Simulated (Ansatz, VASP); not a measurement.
## Ni in VASP and in Ansatz

```
Ni
1.0
     0.00000    2.45346    2.45346
     2.45346    0.00000    2.45346
     2.45346    2.45346    0.00000
Ni
2
Direct
  0.12500 0.12500 0.12500
  0.87500 0.87500 0.87500
```

Alike in both runs: task relaxation of cell and atoms; functional PBEsol; k mesh 11 × 11 × 11; occupations fermi-dirac, width 0.1 eV; no spin polarisation.

```csv
,VASP,Ansatz
version,VASP 6.6.1,Ansatz 0.2.0
potentials or method,"VASP PAW PBE potentials, release 64 (Ni), cutoff 600 eV","plane waves (420 eV) with PAW, scalar-relativistic"
valence electrons in the cell,20,36
```

|  | VASP | Ansatz | Ansatz less VASP |
| --- | --- | --- | --- |
| relaxed volume (Å³/atom) | 15.64 | 15.65 | +0.016 |
| relaxed cell length with the largest relative difference (Å) | 3.536 | 3.538 | +0.0012 |

VASP's potentials were made for PBE, not for PBEsol, and Ansatz warns of the same on its side. VASP's potentials hold 20 valence electrons a cell and Ansatz's 36, so a difference there can come from the potentials and not from the codes.
